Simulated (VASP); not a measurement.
# Be2WN3 (P4mm) in VASP: a series of runs

Be2WN3 is run at these levels: PBE; tasks: single point.

Everything below comes from runs of VASP 6.6.1. Logs are shortened: lines on timing, memory, paths and dates and some standing lists are left out, and cuts for length are marked.

### Step 1. The cell of the first run

The structure is tetragonal, space group P4mm (No. 99). Conventional cell: a = 3.571 Å, b = 3.571 Å, c = 5.643 Å, α = 90.00°, β = 90.00°, γ = 90.00°. Within 2.4 Å of Be (site symmetry 4mm) lie 4 N at 1.79 Å. Be (site symmetry 4mm) has 1 N at 1.53 Å within 2.0 Å. W (site symmetry 4mm) has 5 N at 1.76 to 2.09 Å and 1 Be at 2.35 Å within 2.4 Å. Within 2.4 Å of N (site symmetry 2mm) lie 4 Be at 1.79 to 2.19 Å and 2 W at 2.09 Å. N (site symmetry 4mm) has 1 Be at 1.53 Å and 1 W at 1.76 Å within 2.0 Å.

The cell was generated, and may not be a known phase.

### Step 2. Single point, PBE

Contents of INCAR:

```
ALGO = Normal
EDIFF = 1E-6
ENCUT = 1330
GGA = PE
GGA_COMPAT = False
ISIF = 2
ISMEAR = 0
LASPH = True
LCHARG = True
LELF = True
LREAL = False
LVHAR = True
LWAVE = False
NBANDS = 26
NELM = 120
PREC = Accurate
SIGMA = 0.15
```

Contents of KPOINTS:

```
k-points
0
Gamma
  3 3 3
```

Contents of POSCAR:

```
Be2WN3
1.0
    3.5708526711      0.0000000000      0.0000000000
    0.0000000000      3.5708526711      0.0000000000
    0.0000000000      0.0000000000      5.6434813564
Be W N
2 1 3
Direct
    0.5000000000      0.5000000000      0.4752141549
    0.0000000000      0.0000000000      0.2530351146
    0.0000000000      0.0000000000      0.6696146201
    0.5000000000      0.0000000000      0.4762548191
    0.0000000000      0.5000000000      0.4762548191
    0.0000000000      0.0000000000     -0.0184521776
```

Potentials or basis: VASP PAW PBE potentials, release 64 (Be, W_sv, N_h).

On the command line:

```bash
$ cat potpaw_PBE.64/Be/POTCAR potpaw_PBE.64/W_sv/POTCAR potpaw_PBE.64/N_h/POTCAR > POTCAR
$ mpirun -np 1 vasp_std > vasp.out
```

OUTCAR:

```text
EDIFF = 1E-6
   ENCUT = 1330
   GGA = PE
   ISIF = 2
   ISMEAR = 0
   LASPH = True
   LREAL = False
   NELM = 120
   PREC = Accurate

 ion  position               nearest neighbor table
   1  0.500  0.500  0.475-   4 1.79   5 1.79   4 1.79   5 1.79   3 2.75   3 2.75   3 2.75   3 2.75

   2  0.000  0.000  0.253-   6 1.53   3 2.35
   3  0.000  0.000  0.670-   6 1.76   5 2.09   4 2.09   5 2.09   4 2.09   2 2.35   1 2.75   1 2.75
                             1 2.75   1 2.75
   4  0.500  0.000  0.476-   1 1.79   1 1.79   3 2.09   3 2.09
   5  0.000  0.500  0.476-   1 1.79   1 1.79   3 2.09   3 2.09
   6  0.000  0.000  0.982-   2 1.53   3 1.76

  LATTYP: Found a simple tetragonal cell.
 ALAT       =     3.5708526711
 C/A-ratio  =     1.5804296274

  Lattice vectors:

 A1 = (   3.5708526711,   0.0000000000,   0.0000000000)
 A2 = (   0.0000000000,   3.5708526711,   0.0000000000)
 A3 = (   0.0000000000,   0.0000000000,   5.6434813564)

Analysis of symmetry for initial positions (statically):
=====================================================================
 Subroutine PRICEL returns:
 Original cell was already a primitive cell.

 Routine SETGRP: Setting up the symmetry group for a
 simple tetragonal supercell.

 Subroutine GETGRP returns: Found  8 space group operations
 (whereof  8 operations were pure point group operations)
 out of a pool of 16 trial point group operations.

The static configuration has the point symmetry C_4v.

Analysis of symmetry for dynamics (positions and initial velocities):
=====================================================================
 Subroutine PRICEL returns:
 Original cell was already a primitive cell.

 Routine SETGRP: Setting up the symmetry group for a
 simple tetragonal supercell.

 Subroutine GETGRP returns: Found  8 space group operations
 (whereof  8 operations were pure point group operations)
 out of a pool of 16 trial point group operations.

The dynamic configuration has the point symmetry C_4v.

 Subroutine INISYM returns: Found  8 space group operations
 (whereof  8 operations are pure point group operations),
 and found     1 'primitive' translations

----------------------------------------------------------------------------------------

                                     Primitive cell

  volume of cell :      71.9600

  direct lattice vectors                    reciprocal lattice vectors
     3.570852671  0.000000000  0.000000000     0.280045158  0.000000000  0.000000000
     0.000000000  3.570852671  0.000000000     0.000000000  0.280045158  0.000000000
     0.000000000  0.000000000  5.643481356     0.000000000  0.000000000  0.177195588

  length of vectors
     3.570852671  3.570852671  5.643481356     0.280045158  0.280045158  0.177195588

  position of ions in fractional coordinates (direct lattice)
     0.500000000  0.500000000  0.475214155
     0.000000000  0.000000000  0.253035115
     0.000000000  0.000000000  0.669614620
     0.500000000  0.000000000  0.476254819
     0.000000000  0.500000000  0.476254819
     0.000000000  0.000000000  0.981547822

  ion indices of the primitive-cell ions
   primitive index   ion index
                 1           1
                 2           2
                 3           3
                 4           4
                 5           5
                 6           6

----------------------------------------------------------------------------------------

 KPOINTS: k-points

Automatic generation of k-mesh.
 Grid dimensions read from file:
 generate k-points for:    3    3    3

 Generating k-lattice:

  Cartesian coordinates                     Fractional coordinates (reciprocal lattice)
     0.093348386  0.000000000  0.000000000     0.333333333  0.000000000  0.000000000
     0.000000000  0.093348386  0.000000000     0.000000000  0.333333333  0.000000000
     0.000000000  0.000000000  0.059065196     0.000000000  0.000000000  0.333333333

  Length of vectors
     0.093348386  0.093348386  0.059065196

  Shift w.r.t. Gamma in fractional coordinates (k-lattice)
     0.000000000  0.000000000  0.000000000

 Subroutine IBZKPT returns following result:
 ===========================================

 Found      6 irreducible k-points:

 Following reciprocal coordinates:
            Coordinates               Weight
  0.000000  0.000000  0.000000      1.000000
  0.333333  0.000000  0.000000      4.000000
  0.333333  0.333333  0.000000      4.000000
  0.000000  0.000000  0.333333      2.000000
  0.333333  0.000000  0.333333      8.000000
  0.333333  0.333333  0.333333      8.000000
   k-points           NKPTS =      6   k-points in BZ     NKDIM =      6   number of bands    NBANDS=     26
   number of dos      NEDOS =    301   number of ions     NIONS =      6
   total plane-waves  NPLWV = 123480
   dimension x,y,z NGX =    42 NGY =   42 NGZ =   70
   dimension x,y,z NGXF=    84 NGYF=   84 NGZF=  140
   ions per type =               2   1   3
   NGX,Y,Z   is equivalent  to a cutoff of  19.55, 19.55, 20.62 a.u.
   NGXF,Y,Z  is equivalent  to a cutoff of  39.11, 39.11, 41.24 a.u.
 SYSTEM =  unknown system
   PREC   = accura    normal or accurate (medium, high low for compatibility)
   ISTART =      0    job   : 0-new  1-cont  2-samecut
   ICHARG =      2    charge: 1-file 2-atom 10-const
   ISPIN  =      1    spin polarized calculation?
   LNONCOLLINEAR =      F non collinear calculations
   LSORBIT =      F    spin-orbit coupling
   LASPH  =      T    aspherical Exc in radial PAW
   ENCUT  = 1330.0 eV  97.75 Ry    9.89 a.u.  10.62 10.62 16.78*2*pi/ulx,y,z
   NELM   =    120;   NELMIN=  2; NELMDL= -5     # of ELM steps
   EDIFF  = 0.1E-05   stopping-criterion for ELM
   LREAL  =      F    real-space projection
   EDIFFG = 0.1E-04   stopping-criterion for IOM
   NSW    =      0    number of steps for IOM
   IBRION =     -1    ionic relax: 0-MD 1-quasi-New 2-CG
   NFREE  =      0    steps in history (QN), initial steepest desc. (CG)
   ISIF   =      2    stress and relaxation
   ISYM   =      2    0-nonsym 1-usesym 2-fastsym
   POTIM  = 0.5000    time-step for ionic-motion
   TEBEG  =    0.0;   TEEND  =   0.0 temperature during run
   PSTRESS=    0.0 pullay stress
   NELECT =      33.0000    total number of electrons
   NUPDOWN=      -1.0000    fix difference up-down
   EMIN   =  10.00;   EMAX   =-10.00  energy-range for DOS
   EFERMI =   0.00;   METHOD = LEGACY
   ISMEAR =     0;   SIGMA  =   0.15  broadening in eV -4-tet -1-fermi 0-gaus
   EFERMI_NEDOS =   21; number of points for ismear=-14 and -15
   IALGO  =     38    algorithm
   IMIX   =      4    mixing-type and parameters
     AMIX     =   0.40;   BMIX     =  1.00
     AMIX_MAG =   1.60;   BMIX_MAG =  1.00
  volume/ion in A,a.u.               =      11.99        80.93
  Fermi-wavevector in a.u.,A,eV,Ry     =   1.262455  2.385694 21.684857  1.593792
  Thomas-Fermi vector in A             =   2.395862
   LORBIT       =      0    0 simple, 1 ext, 2 COOP (PROOUT), +10 PAW based schemes
   GGA     = PE    functional components
   LHFCALC =     F    Hartree Fock is set to
   AEXX    =    0.0000 exact exchange contribution
   IVDW    =     0    specifies the selected vdW correction
   LEPSILON=     F    determine dielectric tensor
   LRPA    =     F    only Hartree local field effects (RPA)
 non-spin polarized calculation
 Gauss-broadening in eV      SIGMA  =   0.15
  energy-cutoff  :     1330.00
  volume of cell :       71.96
 maximum number of plane-waves:      7943
 NGX is ok and might be reduce to    42
   NGX = 21   NGY = 21   NGZ = 33

 number of electron      33.0000000 magnetization

 Free energy of the ion-electron system (eV)
  ---------------------------------------------------
  ext. energy  EPLUGINS =         0.00000000
  ---------------------------------------------------
  free energy    TOTEN  =       -45.39269203 eV

  energy without entropy =      -45.37340855  energy(sigma->0) =      -45.38305029

 E-fermi :   5.1516     XC(G=0):  -9.9760

 val. band max:        5.0671070485   @ k =   0.3333   0.3333   0.0000
 cond. band min:       5.9573101714   @ k =   0.3333   0.0000   0.3333
 fundamental gap:      0.8902031229
 Fermi energy:         5.1515915476

 k-point     1 :       0.0000    0.0000    0.0000
  band No.  band energies     occupation
      1     -69.9584      2.00000
      2     -34.5762      2.00000
      3     -34.1201      2.00000
      4     -34.1201      2.00000
      5     -11.9529      2.00000
      6      -8.8756      2.00000
[... 18 lines left out ...]
     25      12.0677      0.00000
     26      12.0677      0.00000

 k-point     2 :       0.3333    0.0000    0.0000
  band No.  band energies     occupation
      1     -69.9572      2.00000
      2     -34.5696      2.00000
      3     -34.1825      2.00000
      4     -34.1159      2.00000
      5     -11.2446      2.00000
      6      -9.5519      2.00000
[... 18 lines left out ...]
     25      12.7181      0.00000
     26      13.9411      0.00000

 k-point     3 :       0.3333    0.3333    0.0000
  band No.  band energies     occupation
      1     -69.9560      2.00000
      2     -34.5630      2.00000
      3     -34.1780      2.00000
      4     -34.1778      2.00000
      5     -10.6553      2.00000
      6      -9.7327      2.00000
[... 18 lines left out ...]
     25      13.1592      0.00000
     26      13.6534      0.00000

 k-point     4 :       0.0000    0.0000    0.3333
  band No.  band energies     occupation
      1     -69.9584      2.00000
      2     -34.5762      2.00000
      3     -34.1201      2.00000
      4     -34.1201      2.00000
      5     -11.9024      2.00000
      6      -8.9928      2.00000
[... 18 lines left out ...]
     25      13.1933      0.00000
     26      13.1934      0.00000

 k-point     5 :       0.3333    0.0000    0.3333
  band No.  band energies     occupation
      1     -69.9572      2.00000
      2     -34.5696      2.00000
      3     -34.1825      2.00000
      4     -34.1159      2.00000
      5     -11.1989      2.00000
      6      -9.5461      2.00000
[... 18 lines left out ...]
     25      13.1381      0.00000
     26      13.8094      0.00000

 k-point     6 :       0.3333    0.3333    0.3333
  band No.  band energies     occupation
      1     -69.9560      2.00000
      2     -34.5630      2.00000
      3     -34.1780      2.00000
      4     -34.1778      2.00000
      5     -10.6265      2.00000
      6      -9.7365      2.00000
[... 18 lines left out ...]
     25      13.2379      0.00000
     26      13.3570      0.00000

------------------------ aborting loop because EDIFF is reached ----------------------------------------

  FORCE on cell =-STRESS in cart. coord.  units (eV):
  Direction    XX          YY          ZZ          XY          YZ          ZX
  --------------------------------------------------------------------------------------
  -------------------------------------------------------------------------------------
  Total        0.2406965      0.2406965      0.6357131      0.0000000     -0.0000000      0.0000000
  in kB        5.3590690      5.3590690     14.1540524      0.0000000     -0.0000000      0.0000000
  external PRESSURE =       8.2907301 kB  Pullay stress =       0.0000000 kB

 VOLUME and BASIS-vectors are now :
 -----------------------------------------------------------------------------
  energy-cutoff  :     1330.00
  volume of cell :       71.96
      direct lattice vectors                 reciprocal lattice vectors
     3.570852671  0.000000000  0.000000000     0.280045158  0.000000000  0.000000000
     0.000000000  3.570852671  0.000000000     0.000000000  0.280045158  0.000000000
     0.000000000  0.000000000  5.643481356     0.000000000  0.000000000  0.177195588

 POSITION                                       TOTAL-FORCE (eV/Angst)
 -----------------------------------------------------------------------------------
      1.78543      1.78543      2.68186         0.000000     -0.000000     -0.006843
      0.00000      0.00000      1.42800         0.000000      0.000000     -0.037227
      0.00000      0.00000      3.77896         0.000000      0.000000     -0.130805
      1.78543      0.00000      2.68774         0.000000      0.000000     -0.042975
      0.00000      1.78543      2.68774         0.000000      0.000000     -0.042975
      0.00000      0.00000      5.53935         0.000000     -0.000000      0.260824
 -----------------------------------------------------------------------------------
    total drift:                               -0.000000     -0.000000      0.001439

  FREE ENERGIE OF THE ION-ELECTRON SYSTEM (eV)
  ---------------------------------------------------
  free  energy   TOTEN  =       -45.3926920314 eV

  energy  without entropy=      -45.3734085484  energy(sigma->0) =      -45.38305029
```

It took 38 s on 1 thread of Intel Xeon Platinum 8375C at 2.90GHz (Ice Lake), shared host; peak memory 0.37 GiB.

Results:

```yaml
Free_energy: -45.3927 eV
Pressure: 0.8 GPa
Largest_force: 0.261 eV/Å
Band_gap_on_the_k_mesh: zero (an odd number of electrons rules out a gap without spin polarisation)
```

Forces on the atoms (eV/Å):
```
Be   0.000  0.000 -0.007
Be   0.000  0.000 -0.037
W    0.000  0.000 -0.131
N    0.000  0.000 -0.043
N    0.000  0.000 -0.043
N    0.000  0.000  0.261
```

Caveat: the k points lie up to 0.59 Å⁻¹ apart, too coarse for converged energies and pressures of a metal; spin-orbit coupling is left out, which moves the levels of the heavy elements; an odd number of electrons without spin polarisation forces a metal; a magnetic or distorted state may lie lower.

### Step 3. Single point, PBE

This run uses another cell than the first one, of 9.23 Å³/atom.

Contents of INCAR:

```
SYSTEM = Be2WN3
PREC = Accurate
ENCUT = 1330
EDIFF = 1E-6
ISMEAR = 0
SIGMA = 0.15
LREAL = .False.
LASPH = .True.
NELM = 120
ALGO = Normal
ISIF = 2
LWAVE = .False.
LCHARG = .False.
GGA = PE
NBANDS = 26
GGA_COMPAT = .False.
```

Contents of KPOINTS:

```
regular mesh
0
Gamma
  3 3 3
  0 0 0
```

Contents of POSCAR:

```
Be2WN3
1.0
    3.3661025652      0.0000000000      0.0000000000
    0.0000000000      3.3661025652      0.0000000000
    0.0000000000      0.0000000000      4.8879496634
Be W N
2 1 3
Direct
    0.5000000000      0.0000000000      0.1327933143
    0.0000000000      0.5000000000      0.1327933143
    0.0000000000      0.0000000000      0.5882915430
    0.5000000000      0.5000000000      0.2626865229
    0.5000000000      0.0000000000      0.7906675878
    0.0000000000      0.5000000000      0.7906675878
```

Potentials or basis: VASP PAW PBE potentials, release 64 (Be, W_sv, N_h).

On the command line:

```bash
$ cat potpaw_PBE.64/Be/POTCAR potpaw_PBE.64/W_sv/POTCAR potpaw_PBE.64/N_h/POTCAR > POTCAR
$ mpirun -np 1 vasp_std > vasp.out
```

It took 31 s on 1 thread of AMD EPYC 7R43 (Zen 3), shared host; peak memory 0.27 GiB.

The run converged. Its results:

```
Free energy            : -44.7824 eV
Pressure               : 0.1 GPa
Largest force          : 0.126 eV/Å
Band gap on the k mesh : zero (an odd number of electrons rules out a gap without spin polarisation)
```

Forces on the atoms (eV/Å):
```
Be   0.000  0.000 -0.007
Be   0.000  0.000 -0.007
W    0.000  0.000 -0.126
N    0.000  0.000  0.024
N    0.000  0.000  0.058
N    0.000  0.000  0.058
```

Levels at points of the mesh, in eV from the Fermi level:
```tsv
k point	band 14	band 15	band 16	band 17	band 18	band 19	band 20	band 21
(0.00, 0.00, 0.00)	-2.93	-0.97	-0.51	-0.51	-0.04	2.08	3.63	3.93
```

Caveat: the k points lie up to 0.62 Å⁻¹ apart, too coarse for converged energies and pressures of a metal; spin-orbit coupling is left out, which moves the levels of the heavy elements; an odd number of electrons without spin polarisation forces a metal; a magnetic or distorted state may lie lower.

The gap in the log of VASP goes by the Fermi energy; the results here count the filled bands.